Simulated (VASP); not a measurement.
# P (Cmce) in VASP: notebook

The runs below take P through single point, with PBE.

Program: VASP 6.6.1. These are calculated values, not measurements. Logs are shortened: lines on timing, memory, paths and dates and some standing lists are left out, and cuts for length are marked.

**1. The cell of the first run**

It takes space group Cmce (No. 64, orthorhombic). Conventional cell: a = 3.320 Å, b = 11.230 Å, c = 4.544 Å, α = 90.00°, β = 90.00°, γ = 90.00°. P (site symmetry m) has 3 P at 2.23 to 2.26 Å within 3.0 Å.

**2. Single point, PBE**

Contents of INCAR:

```
SYSTEM = P
PREC = Accurate ; ENCUT = 520
EDIFF = 1E-7 ; ISMEAR = -1
SIGMA = 0.1 ; LREAL = .FALSE.
LASPH = .TRUE. ; NELM = 80
ALGO = Normal ; ISIF = 2
LWAVE = .FALSE. ; LCHARG = .FALSE.
GGA = PE ; NBANDS = 18
```

Contents of KPOINTS:

```
regular mesh
0
G
  5 5 4
  0 0 0
```

Contents of POSCAR:

```
P
1.0
    1.6601579908     -5.6150852166      0.0000000000
    1.6601579908      5.6150852166      0.0000000000
    0.0000000000      0.0000000000      4.5441897532
P
4
Direct
    0.0944675892      0.9055324108      0.9141611630
    0.5944675892      0.4055324108      0.5858388370
    0.9055324108      0.0944675892      0.0858388370
    0.4055324108      0.5944675892      0.4141611630
```

Potentials or basis: VASP PAW PBE potentials, release 64 (P).

Started as:

```console
$ cat potpaw_PBE.64/P/POTCAR > POTCAR
$ mpirun -np 1 vasp_std > vasp.out
```

OUTCAR:

```text
SYSTEM = P
   PREC = Accurate
   ENCUT = 520
   EDIFF = 1E-7
   ISMEAR = -1
   LREAL = .FALSE.
   LASPH = .TRUE.
   NELM = 80
   ISIF = 2
   GGA = PE

 ion  position               nearest neighbor table
   1  0.094  0.906  0.914-   2 2.23   2 2.23   3 2.26
   2  0.594  0.406  0.586-   1 2.23   1 2.23   4 2.26
   3  0.906  0.094  0.086-   4 2.23   4 2.23   1 2.26
   4  0.406  0.594  0.414-   3 2.23   3 2.23   2 2.26

  LATTYP: Found a base centered orthorhombic cell.
 ALAT       =     3.3203159816
 B/A-ratio  =     3.3822595486
 C/A-ratio  =     1.3686015965

  Lattice vectors:

 A1 = (   1.6601579908,  -5.6150852166,   0.0000000000)
 A2 = (   1.6601579908,   5.6150852166,   0.0000000000)
 A3 = (   0.0000000000,   0.0000000000,   4.5441897532)

Analysis of symmetry for initial positions (statically):
=====================================================================
 Subroutine PRICEL returns:
 Original cell was already a primitive cell.

 Routine SETGRP: Setting up the symmetry group for a
 base centered orthorhombic supercell.

 Subroutine GETGRP returns: Found  8 space group operations
 (whereof  4 operations were pure point group operations)
 out of a pool of  8 trial point group operations.

The static configuration has the point symmetry C_2h.
 The point group associated with its full space group is D_2h.

Analysis of symmetry for dynamics (positions and initial velocities):
=====================================================================
 Subroutine PRICEL returns:
 Original cell was already a primitive cell.

 Routine SETGRP: Setting up the symmetry group for a
 base centered orthorhombic supercell.

 Subroutine GETGRP returns: Found  8 space group operations
 (whereof  4 operations were pure point group operations)
 out of a pool of  8 trial point group operations.

The dynamic configuration has the point symmetry C_2h.
 The point group associated with its full space group is D_2h.

 Subroutine INISYM returns: Found  8 space group operations
 (whereof  4 operations are pure point group operations),
 and found     1 'primitive' translations

----------------------------------------------------------------------------------------

                                     Primitive cell

  volume of cell :      84.7212

  direct lattice vectors                    reciprocal lattice vectors
     1.660157991 -5.615085217  0.000000000     0.301176155 -0.089045844  0.000000000
     1.660157991  5.615085217  0.000000000     0.301176155  0.089045844  0.000000000
     0.000000000  0.000000000  4.544189753     0.000000000  0.000000000  0.220061233

  length of vectors
     5.855365620  5.855365620  4.544189753     0.314064067  0.314064067  0.220061233

  position of ions in fractional coordinates (direct lattice)
     0.094467589  0.905532411  0.914161163
     0.594467589  0.405532411  0.585838837
     0.905532411  0.094467589  0.085838837
     0.405532411  0.594467589  0.414161163

  ion indices of the primitive-cell ions
   primitive index   ion index
                 1           1
                 2           2
                 3           3
                 4           4

----------------------------------------------------------------------------------------

 KPOINTS: regular mesh

Automatic generation of k-mesh.
 Grid dimensions read from file:
 generate k-points for:    5    5    4

 Generating k-lattice:

  Cartesian coordinates                     Fractional coordinates (reciprocal lattice)
     0.060235231 -0.017809169  0.000000000     0.200000000  0.000000000  0.000000000
     0.060235231  0.017809169  0.000000000     0.000000000  0.200000000  0.000000000
     0.000000000  0.000000000  0.055015308     0.000000000  0.000000000  0.250000000

  Length of vectors
     0.062812813  0.062812813  0.055015308

  Shift w.r.t. Gamma in fractional coordinates (k-lattice)
     0.000000000  0.000000000  0.000000000

 Subroutine IBZKPT returns following result:
 ===========================================

 Found     27 irreducible k-points:

 Following reciprocal coordinates:
            Coordinates               Weight
  0.000000  0.000000  0.000000      1.000000
  0.200000 -0.000000  0.000000      4.000000
  0.400000 -0.000000  0.000000      4.000000
  0.200000  0.200000  0.000000      2.000000
  0.400000  0.200000  0.000000      4.000000
 -0.400000  0.200000  0.000000      4.000000
[... 16 lines left out ...]
  0.400000  0.200000  0.500000      4.000000
 -0.400000  0.200000  0.500000      4.000000
 [... further k-points ...]
   k-points           NKPTS =     27   k-points in BZ     NKDIM =     27   number of bands    NBANDS=     18
   number of dos      NEDOS =    301   number of ions     NIONS =      4
   total plane-waves  NPLWV =  82944
   dimension x,y,z NGX =    48 NGY =   48 NGZ =   36
   dimension x,y,z NGXF=    96 NGYF=   96 NGZF=   72
   ions per type =               4
   NGX,Y,Z   is equivalent  to a cutoff of  13.63, 13.63, 13.17 a.u.
   NGXF,Y,Z  is equivalent  to a cutoff of  27.26, 27.26, 26.34 a.u.
 SYSTEM =  P
   PREC   = accura    normal or accurate (medium, high low for compatibility)
   ISTART =      0    job   : 0-new  1-cont  2-samecut
   ICHARG =      2    charge: 1-file 2-atom 10-const
   ISPIN  =      1    spin polarized calculation?
   LNONCOLLINEAR =      F non collinear calculations
   LSORBIT =      F    spin-orbit coupling
   LASPH  =      T    aspherical Exc in radial PAW
   ENCUT  =  520.0 eV  38.22 Ry    6.18 a.u.  10.89 10.89  8.45*2*pi/ulx,y,z
   NELM   =     80;   NELMIN=  2; NELMDL= -5     # of ELM steps
   EDIFF  = 0.1E-06   stopping-criterion for ELM
   LREAL  =      F    real-space projection
   EDIFFG = 0.1E-05   stopping-criterion for IOM
   NSW    =      0    number of steps for IOM
   IBRION =     -1    ionic relax: 0-MD 1-quasi-New 2-CG
   NFREE  =      0    steps in history (QN), initial steepest desc. (CG)
   ISIF   =      2    stress and relaxation
   ISYM   =      2    0-nonsym 1-usesym 2-fastsym
   POTIM  = 0.5000    time-step for ionic-motion
   TEBEG  =    0.0;   TEEND  =   0.0 temperature during run
   PSTRESS=    0.0 pullay stress
   NELECT =      20.0000    total number of electrons
   NUPDOWN=      -1.0000    fix difference up-down
   EMIN   =  10.00;   EMAX   =-10.00  energy-range for DOS
   EFERMI =   0.00;   METHOD = LEGACY
   ISMEAR =    -1;   SIGMA  =   0.10  broadening in eV -4-tet -1-fermi 0-gaus
   EFERMI_NEDOS =   21; number of points for ismear=-14 and -15
   IALGO  =     38    algorithm
   IMIX   =      4    mixing-type and parameters
     AMIX     =   0.40;   BMIX     =  1.00
     AMIX_MAG =   1.60;   BMIX_MAG =  1.00
  volume/ion in A,a.u.               =      21.18       142.93
  Fermi-wavevector in a.u.,A,eV,Ry     =   1.011783  1.911993 13.928353  1.023705
  Thomas-Fermi vector in A             =   2.144853
   LORBIT       =      0    0 simple, 1 ext, 2 COOP (PROOUT), +10 PAW based schemes
   GGA     = PE    functional components
   LHFCALC =     F    Hartree Fock is set to
   AEXX    =    0.0000 exact exchange contribution
   IVDW    =     0    specifies the selected vdW correction
   LEPSILON=     F    determine dielectric tensor
   LRPA    =     F    only Hartree local field effects (RPA)
 non-spin polarized calculation
  energy-cutoff  :      520.00
  volume of cell :       84.72
 maximum number of plane-waves:      2297
 NGX is ok and might be reduce to    48
   NGX = 21   NGY = 21   NGZ = 17

 number of electron      19.9999999 magnetization

 Free energy of the ion-electron system (eV)
  ---------------------------------------------------
  ext. energy  EPLUGINS =         0.00000000
  ---------------------------------------------------
  free energy    TOTEN  =       -21.47435531 eV

  energy without entropy =      -21.47070712  energy(sigma->0) =      -21.47253121

 E-fermi :   5.4992     XC(G=0):  -9.2597

 val. band max:        5.2954112715   @ k =  -0.4000   0.4000   0.0000
 cond. band min:       5.7398349542   @ k =  -0.4000   0.4000   0.0000
 fundamental gap:      0.4444236827
 Fermi energy:         5.4991772817

 k-point     1 :       0.0000    0.0000    0.0000
  band No.  band energies     occupation
      1     -10.0726      2.00000
      2      -7.3816      2.00000
      3      -4.1869      2.00000
      4      -1.0763      2.00000
      5       0.4487      2.00000
      6       0.6493      2.00000
[... 10 lines left out ...]
     17      12.1970      0.00000
     18      12.6222      0.00000

 k-point     2 :       0.2000   -0.0000    0.0000
  band No.  band energies     occupation
      1      -9.5952      2.00000
      2      -6.9189      2.00000
      3      -4.5123      2.00000
      4      -0.6639      2.00000
      5      -0.5999      2.00000
      6       0.0123      2.00000
[... 10 lines left out ...]
     17      10.4107      0.00000
     18      12.0234      0.00000

 k-point     3 :       0.4000   -0.0000    0.0000
  band No.  band energies     occupation
      1      -8.2130      2.00000
      2      -6.1773      2.00000
      3      -5.5392      2.00000
      4      -3.2997      2.00000
      5      -0.2714      2.00000
      6       0.1607      2.00000
[... 10 lines left out ...]
     17      11.8471      0.00000
     18      12.0517      0.00000

 k-point     4 :       0.2000    0.2000    0.0000
  band No.  band energies     occupation
      1      -8.2444      2.00000
      2      -6.1538      2.00000
      3      -5.4519      2.00000
      4      -3.3746      2.00000
      5      -0.2685      2.00000
      6       0.0635      2.00000
[... 375 lines left out ...]
      4      -4.3358      2.00000
      5      -0.4099      2.00000
      6      -0.4099      2.00000
[... 10 lines left out ...]
     17      11.7559      0.00000
     18      11.7559      0.00000

 k-point    23 :       0.4000    0.2000    0.5000
  band No.  band energies     occupation
      1      -7.2430      2.00000
      2      -7.2430      2.00000
      3      -4.4069      2.00000
      4      -4.4069      2.00000
      5      -0.7556      2.00000
      6      -0.7556      2.00000
[... 10 lines left out ...]
     17      11.6366      0.00000
     18      11.6366      0.00000

 k-point    24 :      -0.4000    0.2000    0.5000
  band No.  band energies     occupation
      1      -8.4187      2.00000
      2      -8.4187      2.00000
      3      -3.4746      2.00000
      4      -3.4746      2.00000
      5       0.0198      2.00000
      6       0.0198      2.00000
[... 10 lines left out ...]
     17      11.4555      0.00000
     18      11.4555      0.00000

 [... further k-points ...]
[... 5 lines left out ...]
  --------------------------------------------------------------------------------------
  -------------------------------------------------------------------------------------
  Total        0.0291917     -0.1465698     -0.2990279      0.0000000      0.0000000      0.0000000
  in kB        0.5520501     -2.7718055     -5.6549676      0.0000000      0.0000000      0.0000000
  external PRESSURE =      -2.6249077 kB  Pullay stress =       0.0000000 kB

 VOLUME and BASIS-vectors are now :
 -----------------------------------------------------------------------------
  energy-cutoff  :      520.00
  volume of cell :       84.72
      direct lattice vectors                 reciprocal lattice vectors
     1.660157991 -5.615085217  0.000000000     0.301176155 -0.089045844  0.000000000
     1.660157991  5.615085217  0.000000000     0.301176155  0.089045844  0.000000000
     0.000000000  0.000000000  4.544189753     0.000000000  0.000000000  0.220061233

 POSITION                                       TOTAL-FORCE (eV/Angst)
 -----------------------------------------------------------------------------------
      1.66016      4.55420      4.15412         0.000000      0.036652     -0.040712
      1.66016     -1.06089      2.66216         0.000000      0.036652      0.040712
      1.66016     -4.55420      0.39007         0.000000     -0.036652      0.040712
      1.66016      1.06089      1.88203         0.000000     -0.036652     -0.040712
 -----------------------------------------------------------------------------------
    total drift:                                0.000000     -0.000000      0.000000

  FREE ENERGIE OF THE ION-ELECTRON SYSTEM (eV)
  ---------------------------------------------------
  free  energy   TOTEN  =       -21.4743553084 eV

  energy  without entropy=      -21.4707071212  energy(sigma->0) =      -21.47253121
```

Run time: 24 s. Hardware: 1 thread of Intel Xeon 6975P-C (Granite Rapids), shared host; peak memory 0.25 GiB.

Results:

* Free energy: -21.4744 eV
* Pressure: -0.3 GPa
* Largest force: 0.055 eV/Å
* Band gap on the k mesh: 0.44 eV, direct

Forces in eV/Å, atoms in the order of the input:
```
P    0.000  0.037 -0.041
P    0.000  0.037  0.041
P    0.000 -0.037  0.041
P    0.000 -0.037 -0.041
```

**3. Single point, PBE**

Contents of INCAR:

```
PREC     = Accurate       # precision mode
ENCUT    = 520            # plane-wave cutoff, eV
EDIFF    = 1E-6           # SCF threshold, eV
ISMEAR   = 1              # smearing method
SIGMA    = 0.2            # smearing width, eV
LREAL    = False          # projectors in reciprocal space
LASPH    = True           # aspherical terms in the spheres
NELM     = 80             # most SCF steps
ALGO     = Normal         # electronic algorithm
ISIF     = 2              # what is computed and relaxed
LWAVE    = False          # write WAVECAR
LCHARG   = False          # write CHGCAR
GGA      = PE             # functional
NBANDS   = 18             # bands
```

Contents of KPOINTS:

```
regular mesh
0
Gamma
  10 10 7
```

Contents of POSCAR:

```
P
1.0
    1.6601582724     -5.6150920368      0.0000000000
    1.6601582724      5.6150920368      0.0000000000
    0.0000000000      0.0000000000      4.5441911093
P
4
Direct
    0.0944674488      0.9055325512      0.9141610962
    0.5944674488      0.4055325512      0.5858389038
    0.9055325512      0.0944674488      0.0858389038
    0.4055325512      0.5944674488      0.4141610962
```

Potentials or basis: VASP PAW PBE potentials, release 64 (P).

Started as:

```console
$ cat potpaw_PBE.64/P/POTCAR > POTCAR
$ mpirun -np 1 vasp_std > vasp.out
```

It took 93 s on 1 thread of Intel Xeon 6975P-C (Granite Rapids), shared host; peak memory 0.33 GiB.

The run converged. Its results:

```yaml
Free_energy: -21.5072 eV
Pressure: -0.4 GPa
Largest_force: 0.054 eV/Å
Band_gap_on_the_k_mesh: 0.14 eV, direct
```

Forces on the atoms (eV/Å):
```
P    0.000  0.019 -0.051
P    0.000  0.019  0.051
P    0.000 -0.019  0.051
P    0.000 -0.019 -0.051
```

Stress tensor (GPa, compression positive):
```
-0.71  0.00  0.00
 0.00 -0.10  0.00
 0.00  0.00 -0.31
```

Levels at points of the mesh, in eV from the valence-band top:
```
           k point  band 8  band 9  band 10  band 11  band 12  band 13
(0.00, 0.00, 0.00)   -2.61   -2.32    -1.01     0.78     1.19     2.06
(0.50, 0.00, 0.00)   -3.22   -2.50    -2.50     0.79     0.79     1.53
(0.50, 0.50, 0.00)   -2.19   -1.60     0.00     0.14     0.99     2.22
```

A k mesh can miss the band edges.

**4. Single point, PBE**

Contents of INCAR:

```
SYSTEM = P
PREC = Accurate
ENCUT = 520
EDIFF = 1E-6
ISMEAR = 1
SIGMA = 0.3
LREAL = .FALSE.
LASPH = .TRUE.
NELM = 100
ALGO = Normal
ISIF = 2
LWAVE = .FALSE.
LCHARG = .TRUE.
GGA = PE
LELF = .TRUE.
LVHAR = .TRUE.
NBANDS = 18
```

Contents of KPOINTS:

```
regular mesh
0
G
  10 10 7
  0 0 0
```

POSCAR is that of step 3.

Started as:

```console
$ cat potpaw_PBE.64/P/POTCAR > POTCAR
$ mpirun -np 1 vasp_std > vasp.out
```

Wall time 1.9 min (1 thread of Intel Xeon 6975P-C (Granite Rapids), shared host); peak memory 0.33 GiB.

Results (log left out):

| Quantity | Value |
| --- | --- |
| Free energy | -21.5063 eV |
| Pressure | -0.4 GPa |
| Largest force | 0.055 eV/Å |

Forces in eV/Å, atoms in the order of the input:
```
P    0.000  0.013 -0.053
P    0.000  0.013  0.053
P    0.000 -0.013  0.053
P    0.000 -0.013 -0.053
```

Stress tensor (GPa, compression positive):
```
-0.74  0.00  0.00
 0.00 -0.02  0.00
 0.00  0.00 -0.38
```

Levels at points of the mesh, in eV from the Fermi level:
| k point | band 8 | band 9 | band 10 | band 11 | band 12 | band 13 |
| --- | --- | --- | --- | --- | --- | --- |
| (0.00, 0.00, 0.00) | -2.83 | -2.54 | -1.24 | 0.55 | 0.97 | 1.83 |
| (0.50, 0.00, 0.00) | -3.45 | -2.72 | -2.72 | 0.56 | 0.56 | 1.30 |
| (0.50, 0.50, 0.00) | -2.41 | -1.83 | -0.22 | -0.08 | 0.77 | 2.00 |

(Continued in part 2 of 2.)
